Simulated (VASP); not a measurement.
A run of VASP 6.6.1 is set up as follows.

Contents of POSCAR:

```
NiO
1.0
    0.0000000000      2.2835484600      2.2835484600
    2.2835484600      0.0000000000      2.2835484600
    2.2835484600      2.2835484600      0.0000000000
Ni O
1 1
Direct
    0.0000000000      0.0000000000      0.0000000000
    0.2500000000      0.2500000000      0.2500000000
```

INCAR.step1

```
SYSTEM = NiO
  ALGO = Normal
  EDIFF = 1E-5
  ENCUT = 600
  GGA = PE
  ISMEAR = -1
  ISPIN = 2
  LASPH = .True.
  LCHARG = .False.
  LMAXMIX = 4
  LORBIT = 11
  LREAL = .False.
  LWAVE = .True.
  MAGMOM = 1 0
  NBANDS = 19
  NELM = 150
  PREC = Accurate
  SIGMA = 0.05
```

The input INCAR.step2:

```
SYSTEM = NiO
  AEXX = 0.25
  ALGO = Normal
  EDIFF = 1E-7
  EDIFFG = -0.01
  ENCUT = 600
  GGA = PE
  HFSCREEN = 0.3
  IBRION = 2
  ISIF = 3
  ISMEAR = -1
  ISPIN = 2
  ISTART = 1
  LASPH = .True.
  LCHARG = .False.
  LHFCALC = .True.
  LMAXMIX = 4
  LORBIT = 11
  LREAL = .False.
  LWAVE = .False.
  MAGMOM = 1 0
  NELM = 150
  NSW = 60
  PREC = Accurate
  PRECFOCK = Normal
  SIGMA = 0.05
```

The input KPOINTS:

```
k-points
0
Gamma
  5 5 5
  0 0 0
```

Potentials or basis: VASP PAW PBE potentials, release 64 (Ni, O).

Command:

```bash
$ cat potpaw_PBE.64/Ni/POTCAR potpaw_PBE.64/O/POTCAR > POTCAR
$ cp INCAR.step1 INCAR
$ mpirun -np 1 vasp_std > vasp.out
$ cp INCAR.step2 INCAR
$ mpirun -np 1 vasp_std > vasp.out
```

Q: Estimate the band gap on the k mesh.

A: Zero (filled and empty bands overlap).

Q: Estimate the relaxed volume.

A: 11.02 Å³/atom.

Final structure:
```xyz
2
Lattice="0.0000 2.2252 2.2252 2.2252 0.0000 2.2252 2.2252 2.2252 0.0000" Properties=species:S:1:pos:R:3 pbc="T T T"
Ni    0.0000    0.0000    0.0000
O     1.1126    1.1126    1.1126
```

Caveat: the k points lie up to 0.49 Å⁻¹ apart in the final cell; the PAW data sets were made with another functional, which shifts forces and pressure a little; a cell with one magnetic atom can't hold antiferromagnetic order, which such compounds often take; semilocal functionals often make such compounds metallic where correlation or magnetic order opens a gap, which also shifts bond lengths.
